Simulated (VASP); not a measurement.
# InAgTe2 (I-42d) in VASP: single point with PBEsol

Aim: the single point of InAgTe2 with PBEsol.

Program: VASP 6.6.1. These are calculated values, not measurements. Logs are shortened: lines on timing, memory, paths and dates and some standing lists are left out, and cuts for length are marked.

### Step 1. The cell of the first run

The structure is tetragonal, space group I-42d (No. 122). Conventional cell: a = 6.434 Å, b = 6.434 Å, c = 12.760 Å, α = 90.00°, β = 90.00°, γ = 90.00°. Within 3.7 Å of In (site symmetry -4) lie 4 Te at 2.81 Å. Ag (site symmetry -4) has 4 Te at 2.75 Å within 3.6 Å. Within 3.6 Å of Te (site symmetry 2) lie 2 Ag at 2.75 Å and 2 In at 2.81 Å.

### Step 2. Single point, PBEsol

INCAR

```
ALGO     = Normal         # electronic algorithm
EDIFF    = 1E-6           # SCF threshold, eV
ENCUT    = 500            # plane-wave cutoff, eV
GGA      = PS             # functional
GGA_COMPAT= F            
ISIF     = 2              # what is computed and relaxed
ISMEAR   = 0              # smearing method
LASPH    = T              # aspherical terms in the spheres
LCHARG   = F              # write CHGCAR
LREAL    = F              # projectors in reciprocal space
LWAVE    = F              # write WAVECAR
NBANDS   = 46             # bands
NELM     = 120            # most SCF steps
PREC     = Accurate       # precision mode
SIGMA    = 0.1            # smearing width, eV
```

KPOINTS

```
k-points
0
Gamma
  8 8 8
```

POSCAR

```
InAgTe2
1.0
   -3.2170061893      3.2170061893      6.3802019514
    3.2170061893     -3.2170061893      6.3802019514
    3.2170061893      3.2170061893     -6.3802019514
In Ag Te
2 2 4
Direct
    0.5000000000      0.5000000000      0.0000000000
    0.2500000000      0.7500000000      0.5000000000
    0.0000000000      0.0000000000      0.0000000000
    0.7500000000      0.2500000000      0.5000000000
    0.3750000000      0.3663180698      0.4913180698
    0.6336819302      0.1250000000      1.0086819302
    0.8750000000      0.8836819302      0.5086819302
    0.1163180698      0.6250000000     -0.0086819302
```

Potentials or basis: VASP PAW PBE potentials, release 64 (In_d, Ag, Te).

Started as:

```console
cat potpaw_PBE.64/In_d/POTCAR potpaw_PBE.64/Ag/POTCAR potpaw_PBE.64/Te/POTCAR > POTCAR
mpirun -np 1 vasp_std > vasp.out
```

OUTCAR:

```text
EDIFF = 1E-6
   ENCUT = 500
   GGA = PS
   ISIF = 2
   ISMEAR = 0
   LASPH = T
   LREAL = F
   NELM = 120
   PREC = Accurate

 ion  position               nearest neighbor table
   1  0.500  0.500  0.000-   7 2.81   6 2.81   8 2.81   5 2.81
   2  0.250  0.750  0.500-   6 2.81   5 2.81   7 2.81   8 2.81
   3  0.000  0.000  0.000-   5 2.75   8 2.75   7 2.75   6 2.75
   4  0.750  0.250  0.500-   5 2.75   8 2.75   7 2.75   6 2.75
   5  0.375  0.366  0.491-   3 2.75   4 2.75   1 2.81   2 2.81
   6  0.634  0.125  0.009-   3 2.75   4 2.75   1 2.81   2 2.81
   7  0.875  0.884  0.509-   3 2.75   4 2.75   2 2.81   1 2.81
   8  0.116  0.625  0.991-   3 2.75   4 2.75   2 2.81   1 2.81

  LATTYP: Found a body centered tetragonal cell.
 ALAT       =     6.4340123786
 C/A-ratio  =     1.9832731353

  Lattice vectors:

 A1 = (  -3.2170061893,   3.2170061893,   6.3802019514)
 A2 = (   3.2170061893,  -3.2170061893,   6.3802019514)
 A3 = (   3.2170061893,   3.2170061893,  -6.3802019514)

Analysis of symmetry for initial positions (statically):
=====================================================================
 Subroutine PRICEL returns:
 Original cell was already a primitive cell.

 Routine SETGRP: Setting up the symmetry group for a
 body centered tetragonal supercell.

 Subroutine GETGRP returns: Found  8 space group operations
 (whereof  4 operations were pure point group operations)
 out of a pool of 16 trial point group operations.

The static configuration has the point symmetry S_4 .
 The point group associated with its full space group is D_2d.

Analysis of symmetry for dynamics (positions and initial velocities):
=====================================================================
 Subroutine PRICEL returns:
 Original cell was already a primitive cell.

 Routine SETGRP: Setting up the symmetry group for a
 body centered tetragonal supercell.

 Subroutine GETGRP returns: Found  8 space group operations
 (whereof  4 operations were pure point group operations)
 out of a pool of 16 trial point group operations.

The dynamic configuration has the point symmetry S_4 .
 The point group associated with its full space group is D_2d.

 Subroutine INISYM returns: Found  8 space group operations
 (whereof  4 operations are pure point group operations),
 and found     1 'primitive' translations

----------------------------------------------------------------------------------------

                                     Primitive cell

  volume of cell :     264.1181

  direct lattice vectors                    reciprocal lattice vectors
    -3.217006189  3.217006189  6.380201951     0.000000000  0.155424009  0.078367425
     3.217006189 -3.217006189  6.380201951     0.155424009  0.000000000  0.078367425
     3.217006189  3.217006189 -6.380201951     0.155424009  0.155424009  0.000000000

  length of vectors
     7.836149219  7.836149219  7.836149219     0.174063425  0.174063425  0.219802742

  position of ions in fractional coordinates (direct lattice)
     0.500000000  0.500000000  0.000000000
     0.250000000  0.750000000  0.500000000
     0.000000000  0.000000000  0.000000000
     0.750000000  0.250000000  0.500000000
     0.375000000  0.366318070  0.491318070
     0.633681930  0.125000000  0.008681930
     0.875000000  0.883681930  0.508681930
     0.116318070  0.625000000  0.991318070

  ion indices of the primitive-cell ions
   primitive index   ion index
                 1           1
                 2           2
                 3           3
                 4           4
                 5           5
                 6           6
                 7           7
                 8           8

----------------------------------------------------------------------------------------

 KPOINTS: k-points

Automatic generation of k-mesh.
 Grid dimensions read from file:
 generate k-points for:    8    8    8

 Generating k-lattice:

  Cartesian coordinates                     Fractional coordinates (reciprocal lattice)
     0.000000000  0.019428001  0.009795928     0.125000000  0.000000000  0.000000000
     0.019428001  0.000000000  0.009795928     0.000000000  0.125000000  0.000000000
     0.019428001  0.019428001  0.000000000     0.000000000  0.000000000  0.125000000

  Length of vectors
     0.021757928  0.021757928  0.027475343

  Shift w.r.t. Gamma in fractional coordinates (k-lattice)
     0.000000000  0.000000000  0.000000000

 Subroutine IBZKPT returns following result:
 ===========================================

 Found     59 irreducible k-points:

 Following reciprocal coordinates:
            Coordinates               Weight
  0.000000  0.000000  0.000000      1.000000
  0.125000  0.000000 -0.000000      8.000000
  0.250000  0.000000 -0.000000      8.000000
  0.375000  0.000000 -0.000000      8.000000
  0.500000  0.000000 -0.000000      4.000000
  0.125000  0.125000 -0.000000      8.000000
[... 16 lines left out ...]
  0.250000  0.125000  0.125000     16.000000
  0.375000  0.125000  0.125000      8.000000
 [... further k-points ...]
   k-points           NKPTS =     59   k-points in BZ     NKDIM =     59   number of bands    NBANDS=     46
   number of dos      NEDOS =    301   number of ions     NIONS =      8
   total plane-waves  NPLWV = 216000
   dimension x,y,z NGX =    60 NGY =   60 NGZ =   60
   dimension x,y,z NGXF=   120 NGYF=  120 NGZF=  120
   ions per type =               2   2   4
   NGX,Y,Z   is equivalent  to a cutoff of  12.73, 12.73, 12.73 a.u.
   NGXF,Y,Z  is equivalent  to a cutoff of  25.46, 25.46, 25.46 a.u.
 SYSTEM =  unknown system
   PREC   = accura    normal or accurate (medium, high low for compatibility)
   ISTART =      0    job   : 0-new  1-cont  2-samecut
   ICHARG =      2    charge: 1-file 2-atom 10-const
   ISPIN  =      1    spin polarized calculation?
   LNONCOLLINEAR =      F non collinear calculations
   LSORBIT =      F    spin-orbit coupling
   LASPH  =      T    aspherical Exc in radial PAW
   ENCUT  =  500.0 eV  36.75 Ry    6.06 a.u.  14.29 14.29 14.29*2*pi/ulx,y,z
   NELM   =    120;   NELMIN=  2; NELMDL= -5     # of ELM steps
   EDIFF  = 0.1E-05   stopping-criterion for ELM
   LREAL  =      F    real-space projection
   EDIFFG = 0.1E-04   stopping-criterion for IOM
   NSW    =      0    number of steps for IOM
   IBRION =     -1    ionic relax: 0-MD 1-quasi-New 2-CG
   NFREE  =      0    steps in history (QN), initial steepest desc. (CG)
   ISIF   =      2    stress and relaxation
   ISYM   =      2    0-nonsym 1-usesym 2-fastsym
   POTIM  = 0.5000    time-step for ionic-motion
   TEBEG  =    0.0;   TEEND  =   0.0 temperature during run
   PSTRESS=    0.0 pullay stress
   NELECT =      72.0000    total number of electrons
   NUPDOWN=      -1.0000    fix difference up-down
   EMIN   =  10.00;   EMAX   =-10.00  energy-range for DOS
   EFERMI =   0.00;   METHOD = LEGACY
   ISMEAR =     0;   SIGMA  =   0.10  broadening in eV -4-tet -1-fermi 0-gaus
   EFERMI_NEDOS =   21; number of points for ismear=-14 and -15
   IALGO  =     38    algorithm
   IMIX   =      4    mixing-type and parameters
     AMIX     =   0.40;   BMIX     =  1.00
     AMIX_MAG =   1.60;   BMIX_MAG =  1.00
  volume/ion in A,a.u.               =      33.01       222.79
  Fermi-wavevector in a.u.,A,eV,Ry     =   1.061499  2.005942 15.330775  1.126780
  Thomas-Fermi vector in A             =   2.196917
   LORBIT       =      0    0 simple, 1 ext, 2 COOP (PROOUT), +10 PAW based schemes
   GGA     = PS    functional components
   LHFCALC =     F    Hartree Fock is set to
   AEXX    =    0.0000 exact exchange contribution
   IVDW    =     0    specifies the selected vdW correction
   LEPSILON=     F    determine dielectric tensor
   LRPA    =     F    only Hartree local field effects (RPA)
 non-spin polarized calculation
 Gauss-broadening in eV      SIGMA  =   0.10
  energy-cutoff  :      500.00
  volume of cell :      264.12
 maximum number of plane-waves:      6732
 NGX is ok and might be reduce to    60
   NGX = 29   NGY = 29   NGZ = 29

 number of electron      72.0000007 magnetization

 Free energy of the ion-electron system (eV)
  ---------------------------------------------------
  ext. energy  EPLUGINS =         0.00000000
  ---------------------------------------------------
  free energy    TOTEN  =       -28.47422355 eV

  energy without entropy =      -28.47387703  energy(sigma->0) =      -28.47405029

 E-fermi :   4.5866     XC(G=0):  -8.9417

 val. band max:        4.5228020079   @ k =   0.0000   0.0000   0.0000
 cond. band min:       4.6004156886   @ k =   0.0000   0.0000   0.0000
 fundamental gap:      0.0776136808
 Fermi energy:         4.5865668917

 k-point     1 :       0.0000    0.0000    0.0000
  band No.  band energies     occupation
      1     -10.2514      2.00000
      2     -10.2464      2.00000
      3     -10.2464      2.00000
      4     -10.1780      2.00000
      5     -10.1627      2.00000
      6     -10.1627      2.00000
[... 38 lines left out ...]
     45       8.8035      0.00000
     46       8.8035      0.00000

 k-point     2 :       0.1250    0.0000   -0.0000
  band No.  band energies     occupation
      1     -10.2513      2.00000
      2     -10.2467      2.00000
      3     -10.2450      2.00000
      4     -10.1787      2.00000
      5     -10.1648      2.00000
      6     -10.1621      2.00000
[... 38 lines left out ...]
     45       8.7785      0.00000
     46       9.0437      0.00000

 k-point     3 :       0.2500    0.0000   -0.0000
  band No.  band energies     occupation
      1     -10.2515      2.00000
      2     -10.2478      2.00000
      3     -10.2406      2.00000
      4     -10.1809      2.00000
      5     -10.1697      2.00000
      6     -10.1608      2.00000
[... 1018 lines left out ...]
     45       9.4430      0.00000
     46       9.5104      0.00000

 k-point    24 :       0.3750    0.1250    0.1250
  band No.  band energies     occupation
      1     -10.2519      2.00000
      2     -10.2513      2.00000
      3     -10.2246      2.00000
      4     -10.1922      2.00000
      5     -10.1739      2.00000
      6     -10.1647      2.00000
[... 38 lines left out ...]
     45       9.5290      0.00000
     46       9.6612      0.00000

 [... further k-points ...]
[... 5 lines left out ...]
  --------------------------------------------------------------------------------------
  -------------------------------------------------------------------------------------
  Total       -0.0337045     -0.0337045     -0.0061672      0.0000000      0.0000000      0.0000000
  in kB       -0.2044564     -0.2044564     -0.0374108      0.0000000      0.0000000      0.0000000
  external PRESSURE =      -0.1487746 kB  Pullay stress =       0.0000000 kB

 VOLUME and BASIS-vectors are now :
 -----------------------------------------------------------------------------
  energy-cutoff  :      500.00
  volume of cell :      264.12
      direct lattice vectors                 reciprocal lattice vectors
    -3.217006189  3.217006189  6.380201951     0.000000000  0.155424009  0.078367425
     3.217006189 -3.217006189  6.380201951     0.155424009  0.000000000  0.078367425
     3.217006189  3.217006189 -6.380201951     0.155424009  0.155424009  0.000000000

 POSITION                                       TOTAL-FORCE (eV/Angst)
 -----------------------------------------------------------------------------------
      0.00000      0.00000      6.38020         0.000000      0.000000      0.000000
      3.21701      0.00000      3.19010         0.000000      0.000000      0.000000
      0.00000      0.00000      0.00000         0.000000     -0.000000      0.000000
      0.00000      3.21701      3.19010         0.000000      0.000000      0.000000
      1.55264      1.60850      1.59505        -0.011205     -0.000000      0.000000
     -1.60850      1.66436      4.78515         0.000000      0.011205     -0.000000
      1.66436      1.60850      7.97525         0.011205      0.000000     -0.000000
      4.82551      1.55264     -1.59505         0.000000     -0.011205      0.000000
 -----------------------------------------------------------------------------------
    total drift:                               -0.000000     -0.000000     -0.000001

  FREE ENERGIE OF THE ION-ELECTRON SYSTEM (eV)
  ---------------------------------------------------
  free  energy   TOTEN  =       -28.4742235515 eV

  energy  without entropy=      -28.4738770273  energy(sigma->0) =      -28.47405029
```

Wall time 10 min (1 thread of AMD EPYC 9R45 (Zen 5), shared host); peak memory 0.87 GiB.

What came out:

| Item | Value |
| --- | --- |
| Free energy | -28.4742 eV |
| Pressure | 0.0 GPa |
| Largest force | 0.011 eV/Å |
| Band gap on the k mesh | 0.08 eV, direct |

Forces on the atoms (eV/Å):
```
In   0.000  0.000  0.000
In   0.000  0.000  0.000
Ag   0.000  0.000  0.000
Ag   0.000  0.000  0.000
Te  -0.011  0.000  0.000
Te   0.000  0.011  0.000
Te   0.011  0.000  0.000
Te   0.000 -0.011  0.000
```

Levels at points of the mesh, in eV from the valence-band top:
```tsv
k point	band 33	band 34	band 35	band 36	band 37	band 38	band 39	band 40
(0.00, 0.00, 0.00)	-2.05	-0.07	-0.07	0.00	0.08	1.81	1.92	3.40
(0.50, 0.00, 0.00)	-1.66	-1.36	-1.28	-0.66	1.77	2.08	2.83	3.48
(0.50, 0.50, 0.00)	-0.96	-0.96	-0.57	-0.57	0.86	0.86	2.83	2.83
(0.50, 0.50, 0.50)	-1.35	-1.35	-1.04	-1.04	1.47	1.47	1.91	1.91
```

Caveat: the PAW data sets were made with another functional, which shifts forces and pressure a little; spin-orbit coupling is left out, which moves the levels of the heavy elements.
